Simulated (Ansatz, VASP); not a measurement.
# One calculation of Se, two programs

```
Se
1.0
     4.36620    0.00000    0.00000
    -2.18310    3.78124    0.00000
     0.00000    0.00000    5.00314
Se
3
Direct
  0.22540 0.00000 0.33333
  0.00000 0.22540 0.66667
  0.77460 0.77460 0.00000
```

Change from the starting cell: zz strain of +1 %, crystal datasets.

Alike in both runs: task electric field gradients; functional PBEsol; k mesh 6 × 6 × 5; occupations fermi-dirac, width 0.03 eV; no spin polarisation.

|  | VASP | Ansatz |
| --- | --- | --- |
| version | VASP 6.6.1 | Ansatz 0.2.0 |
| potentials or method | VASP PAW PBE potentials, release 64 (Se), cutoff 520 eV | all-electron PAW with datasets made for the crystal, scalar-relativistic |

VASP gave:

```
gap on the k mesh at the Fermi level (eV)                     : 1.25
pressure (GPa)                                                : -0.4
traceless stress, the component that is largest in VASP (GPa) : 0.54
rms of the force components (eV/Å)                            : 0.124
size of Vzz on the site where it differs most (V/Å²)          : 490.5
```

Estimate Ansatz's values.

gap on the k mesh at the Fermi level (eV): 1.26; pressure (GPa): -0.6; traceless stress, the component that is largest in VASP (GPa): 0.46; rms of the force components (eV/Å): 0.097; size of Vzz on the site where it differs most (V/Å²): 512.9.

VASP's potentials were made for PBE, not for PBEsol. Atom by atom the forces differ by 0.027 eV/Å (rms over components). Ansatz ran all-electron here, and VASP with PAW potentials.
